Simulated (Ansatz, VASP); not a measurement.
K in VASP and in Ansatz

```xyz
1
Lattice="-2.4871 2.4871 2.7489 2.4871 -2.4871 2.7489 2.4871 2.4871 -2.7489" Properties=species:S:1:pos:R:3 pbc="T T T"
K     0.0000    0.0000    0.0000
```

Change from the starting cell: strain -0.050 along x and y, +0.050 along z, atoms carried along.

Alike in both runs: task single point; functional PBEsol; k mesh 14 × 14 × 14; occupations gaussian, width 0.15 eV; no spin polarisation.

```csv
,VASP,Ansatz
version,VASP 6.6.1,Ansatz 0.2.0
potentials or method,"VASP PAW PBE potentials, release 64 (K_sv), cutoff 520 eV","scalar-relativistic, plane waves, PAW"
valence electrons in the cell,9,9
```

```tsv
	VASP	Ansatz	Ansatz less VASP
gap on the k mesh at the Fermi level (eV)	none	none	-
pressure (GPa)	0.2	0.2	+0.01
```

VASP's potentials were made for PBE, not for PBEsol. A gap of «none» marks a metal or a gap that the smearing closes.
